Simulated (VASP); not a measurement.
Set up this calculation in VASP 6.6.1, as the native input.

```
Task                   : single point
Functional             : PBE
Dispersion             : D4
Potentials or basis    : VASP PAW PBE potentials, release 64 (As_d)
Cutoff                 : 400 eV
k mesh                 : 12 × 12 × 1
Occupations            : gaussian, width 0.03 eV
Spin                   : no spin polarisation
Dipole correction      : yes
Further INCAR settings : ALGO = Normal; EDIFF = 1e-06; NBANDS = 22; NELMDL = -8
```

The structure of As lies in POSCAR:

```
As
1.0
    3.5655718262      0.0000000000      0.0000000000
   -1.7827859131      3.0878757805      0.0000000000
    0.0000000000      0.0000000000     26.6000000028
As
2
Direct
    0.3333333333      0.6666666667      0.2631778896
    0.6666666667      0.3333333333      0.3157694787
```

One way to write it, as run:

INCAR

```
ALGO = Normal ; DIPOL = 0.5 0.5 0.289
EDIFF = 1E-6 ; ENCUT = 400
GGA = PE ; GGA_COMPAT = False
IDIPOL = 3 ; ISIF = 2
ISMEAR = 0 ; IVDW = 13
LASPH = True ; LCHARG = False
LDIPOL = True ; LREAL = False
LWAVE = False ; NBANDS = 22
NELM = 120 ; NELMDL = -8
PREC = Accurate ; SIGMA = 0.03
```

KPOINTS

```
k-points
0
Gamma
  12 12 1
```

Potentials or basis: VASP PAW PBE potentials, release 64 (As_d).

Launch:

```console
$ cat potpaw_PBE.64/As_d/POTCAR > POTCAR
$ mpirun -np 1 vasp_std > vasp.out
```

It gave:

The largest force is 0.014 eV/Å, the band gap on the k mesh is 1.54 eV (least direct gap 2.06 eV) and the dispersion energy per atom is -0.248 eV.

Run time: 3.1 min on 1 thread of AMD EPYC 7R43 64-Core Processor (Zen 3), on a shared host, peak memory 0.27 GiB.
